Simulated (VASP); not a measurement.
Write the native input for VASP 6.6.1 that does the following.

```
Task                   : single point
Functional             : r2SCAN
Potentials or basis    : VASP PAW PBE potentials, release 64 (Zr_sv, B)
Cutoff                 : 520 eV
k mesh                 : 12 × 12 × 12
Occupations            : gaussian, width 0.05 eV
Spin                   : no spin polarisation
Dipole correction      : no
Further INCAR settings : ALGO = Normal; EDIFF = 1e-06; NBANDS = 14
```

Crystal: ZrB.

```
Zr B
1.0
     0.00000    2.45212    2.45212
     2.45212    0.00000    2.45212
     2.45212    2.45212    0.00000
Zr B
1 1
Direct
  0.50000 0.50000 0.50000
  0.00000 0.00000 0.00000
```

One way to write it, as run:

POSCAR

```
ZrB
1.0
    0.0000000000      2.4521217160      2.4521217160
    2.4521217160      0.0000000000      2.4521217160
    2.4521217160      2.4521217160      0.0000000000
Zr B
1 1
Direct
    0.5000000000      0.5000000000      0.5000000000
    0.0000000000      0.0000000000      0.0000000000
```

INCAR.step1

```
ALGO = Normal ; EDIFF = 1E-4
ENCUT = 520 ; GGA = PE
ISMEAR = 0 ; LASPH = T
LCHARG = F ; LREAL = F
LWAVE = T ; NBANDS = 14
NELM = 100 ; PREC = Accurate
SIGMA = 0.05
```

INCAR.step2

```
ALGO = Normal ; EDIFF = 1E-6
ENCUT = 520 ; ISIF = 2
ISMEAR = 0 ; ISTART = 1
LASPH = T ; LCHARG = F
LMIXTAU = T ; LREAL = F
LWAVE = F ; METAGGA = R2SCAN
NBANDS = 14 ; NELM = 100
PREC = Accurate ; SIGMA = 0.05
```

KPOINTS

```
k-points
0
Gamma
  12 12 12
```

Potentials or basis: VASP PAW PBE potentials, release 64 (Zr_sv, B).

Run with:

```console
$ cat potpaw_PBE.64/Zr_sv/POTCAR potpaw_PBE.64/B/POTCAR > POTCAR
$ cp INCAR.step1 INCAR
$ mpirun -np 1 vasp_std > vasp.out
$ cp INCAR.step2 INCAR
$ mpirun -np 1 vasp_std > vasp.out
```

Results of the run:

```
Pressure               : 0.8 GPa
Band gap on the k mesh : zero (an odd number of electrons rules out a gap without spin polarisation)
```

Caveat: the PAW data sets were made with another functional, which shifts forces and pressure a little; an odd number of electrons without spin polarisation forces a metal; a magnetic or distorted state may lie lower.

Wall time 3.5 min on 1 thread of Intel Xeon 8259CL, on a shared host, peak memory 0.18 GiB.
